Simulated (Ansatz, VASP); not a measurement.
**CuO: VASP and Ansatz over several settings**

```
CELL_PARAMETERS angstrom
2.34185 -1.71130 0.00000
2.34185 1.71130 0.00000
-0.85003 0.00000 5.05787
ATOMIC_POSITIONS crystal
Cu 0.50000 0.00000 0.50000
Cu 0.00000 0.50000 0.00000
O 0.41840 0.58160 0.75000
O 0.58160 0.41840 0.25000
```

Single points on this cell with VASP 6.6.1 and Ansatz 0.2.0. Each row is one pair of runs. Alike in all rows: spin: off.

| level | k mesh | smearing | VASP's potentials, cutoff | Ansatz's potentials, cutoff | gap on the k mesh at the Fermi level (eV), VASP | gap on the k mesh at the Fermi level (eV), Ansatz | pressure (GPa), VASP | pressure (GPa), Ansatz | rms of the force components (eV/Å), VASP | rms of the force components (eV/Å), Ansatz |
| --- | --- | --- | --- | --- | --- | --- | --- | --- | --- | --- |
| PBE | 10 × 10 × 5 | gaussian, width 0.028 eV | VASP PAW PBE potentials, release 64 (Cu, O), 520 eV | Ansatz PAW, 420 eV | none | none | 6.3 | 5.7 | 0.089 | 0.107 |
| BLYP+D3(BJ) | 10 × 10 × 5 | fermi-dirac, width 0.05 eV | VASP PAW PBE potentials, release 64 (Cu, O), 520 eV | Ansatz PAW, 420 eV | none | none | 3.7 | 2.8 | 0.073 | 0.094 |
| r2SCAN | 10 × 10 × 5 | fermi-dirac, width 0.05 eV | VASP PAW PBE potentials, release 64 (Cu, O), 520 eV | Ansatz PAW, 500 eV | none | none | -0.3 | -1.3 | 0.099 | 0.117 |
| PBE | 13 × 13 × 7 | fermi-dirac, width 0.05 eV | VASP PAW PBE potentials, release 64 (Cu, O), 520 eV | Ansatz PAW, 420 eV | none | none | 6.5 | 5.7 | 0.092 | 0.110 |
| PBE | 6 × 6 × 3 | fermi-dirac, width 0.05 eV | VASP PAW PBE potentials, release 64 (Cu_sv_GW, O), 820 eV | Ansatz PAW, 420 eV | none | none | 4.9 | 5.8 | 0.104 | 0.107 |
| RPBE+D4 | 10 × 10 × 5 | fermi-dirac, width 0.05 eV | VASP PAW PBE potentials, release 64 (Cu_sv_GW, O), 820 eV | Ansatz PAW, 420 eV | none | none | 1.0 | 1.8 | 0.073 | 0.074 |
| SVWN5 | 10 × 10 × 5 | fermi-dirac, width 0.05 eV | VASP PAW PBE potentials, release 64 (Cu_sv_GW, O), 820 eV | Ansatz PAW, 420 eV | none | none | -10.3 | -9.7 | 0.188 | 0.194 |
| PBE | 10 × 10 × 5 | gaussian, width 0.013 eV | VASP PAW PBE potentials, release 64 (Cu_sv_GW, O), 820 eV | Ansatz PAW, 420 eV | none | none | 4.8 | 5.7 | 0.104 | 0.107 |

Pressure (GPa): the two programs differ by at most 0.96; rms of the force components (eV/Å): the two programs differ by at most 0.0211.

VASP's potentials hold 34 valence electrons a cell and Ansatz's 50 in some rows, so a difference there can come from the potentials and not from the codes.

A gap of «none» marks a metal or a gap that the smearing closes.

The k mesh is coarse in some rows, so the values compare programs but aren't converged.
